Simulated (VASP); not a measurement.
Wanted: the native input for a VASP 6.6.1 run.

```
Task                   : single point
Functional             : r2SCAN
Potentials or basis    : VASP PAW PBE potentials, release 64 (Hf_pv, O)
Cutoff                 : 520 eV
k mesh                 : 6 × 6 × 6
Occupations            : gaussian, width 0.02 eV
Spin                   : no spin polarisation
Dipole correction      : no
Further INCAR settings : ALGO = Normal; EDIFF = 1e-06; NBANDS = 31
```

The system is HfO2.

```
Hf O
1.0
     3.57682    0.00000    0.00000
     0.00000    3.57682    0.00000
     0.00000    0.00000    5.20267
Hf O
2 4
Direct
  0.50000 0.50000 0.50000
  0.00000 0.00000 0.00000
  0.00000 0.50000 0.69616
  0.50000 0.00000 0.80384
  0.50000 0.00000 0.30384
  0.00000 0.50000 0.19616
```

The input as run:

POSCAR

```
HfO2
1.0
    3.5768243317      0.0000000000      0.0000000000
    0.0000000000      3.5768243317      0.0000000000
    0.0000000000      0.0000000000      5.2026739509
Hf O
2 4
Direct
    0.5000000000      0.5000000000      0.5000000000
    0.0000000000      0.0000000000      0.0000000000
    0.0000000000      0.5000000000      0.6961635347
    0.5000000000      0.0000000000      0.8038364653
    0.5000000000      0.0000000000      0.3038364653
    0.0000000000      0.5000000000      0.1961635347
```

INCAR.step1

```
SYSTEM = HfO2
  PREC = Accurate
  ENCUT = 520
  ISMEAR = 0
  SIGMA = 0.02
  LREAL = .False.
  LASPH = .True.
  NELM = 100
  NBANDS = 31
  GGA = PE
  ALGO = Normal
  EDIFF = 1E-4
  LWAVE = .True.
  LCHARG = .False.
```

INCAR.step2

```
SYSTEM = HfO2
  PREC = Accurate
  ENCUT = 520
  EDIFF = 1E-6
  ISMEAR = 0
  SIGMA = 0.02
  LREAL = .False.
  LASPH = .True.
  NELM = 100
  ALGO = Normal
  ISIF = 2
  LWAVE = .False.
  LCHARG = .False.
  METAGGA = R2SCAN
  LMIXTAU = .True.
  NBANDS = 31
  ISTART = 1
```

KPOINTS

```
regular mesh
0
Gamma
  6 6 6
  0 0 0
```

Potentials or basis: VASP PAW PBE potentials, release 64 (Hf_pv, O).

Run with:

```sh
$ cat potpaw_PBE.64/Hf_pv/POTCAR potpaw_PBE.64/O/POTCAR > POTCAR
$ cp INCAR.step1 INCAR
$ mpirun -np 1 vasp_std > vasp.out
$ cp INCAR.step2 INCAR
$ mpirun -np 1 vasp_std > vasp.out
```

Results of the run:

The pressure is -3.6 GPa and the largest force is 0.068 eV/Å. The band gap on the k mesh is 5.24 eV, indirect (least direct gap 5.32 eV).

Caveat: the PAW data sets were made with another functional, which shifts forces and pressure a little; spin-orbit coupling is left out, which moves the levels of the heavy elements.

It took 3.5 min on 1 thread of Intel(R) Xeon(R) Platinum 8259CL CPU @ 2.50GHz (Skylake/Cascade Lake) (shared host), peak memory 0.22 GiB.
